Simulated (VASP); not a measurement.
# Zn: relaxation of cell and atoms with LDA

Crystal: Zn.

```
Zn
1.0
    -1.56085    1.56085    1.56085
     1.56085   -1.56085    1.56085
     1.56085    1.56085   -1.56085
Zn
1
Direct
  0.00000 0.00000 0.00000
```

```json
{"Program": "VASP 6.6.1", "Task": "relaxation of cell and atoms", "Functional": "LDA", "Potentials or basis": "VASP PAW LDA potentials, release 64 (Zn)", "Cutoff": "600 eV", "k mesh": "14 × 14 × 14", "Occupations": "fermi-dirac, width 0.1 eV", "Spin": "no spin polarisation", "Dipole correction": "no", "Further INCAR settings": "ALGO = Normal; EDIFF = 1e-06; IBRION = 2; EDIFFG = -0.01; NSW = 80; ISIF = 3"}
```

```json
{"Relaxed volume": "13.75 Å³/atom", "Relaxed cell": "a = 2.614 Å, b = 2.614 Å, c = 2.614 Å, α = 109.47°, β = 109.47°, γ = 109.47°", "Space group after relaxing (to 0.05 Å)": "Im-3m (No. 229)", "Energy gained by relaxing": "37.2 meV/atom", "Ionic steps": "2", "Pressure after relaxing": "-0.1 GPa", "Band gap on the k mesh": "zero (band 6 reaches 8.08 eV, above the bottom of band 7 at 2.93 eV)"}
```

The path:
```csv
step,energy change (eV),largest force (eV/Å),pressure (GPa),volume (Å³)
1,0.0000,0.0000,-7.24,15.21
2,-0.0372,0.0000,-0.06,13.75
```

Final structure:
```xyz
1
Lattice="-1.5091 1.5091 1.5091 1.5091 -1.5091 1.5091 1.5091 1.5091 -1.5091" Properties=species:S:1:pos:R:3 pbc="T T T"
Zn    1.5091    1.5091   -1.5091
```

Levels at points of the mesh, in eV from the Fermi level:
| k point | band 4 | band 5 | band 6 | band 7 | band 8 | band 9 |
| --- | --- | --- | --- | --- | --- | --- |
| (0.00, 0.00, 0.00) | -8.28 | -7.66 | -7.66 | 20.65 | 20.65 | 20.65 |
| (0.50, 0.00, 0.00) | -7.62 | -7.25 | -3.21 | -0.91 | 12.04 | 13.38 |
| (0.50, 0.50, 0.50) | -7.35 | -7.35 | 4.25 | 4.25 | 4.25 | 8.63 |

Run time: 13 s on 1 thread of Intel Xeon 6975P-C, with other jobs on the host, peak memory 0.14 GiB.
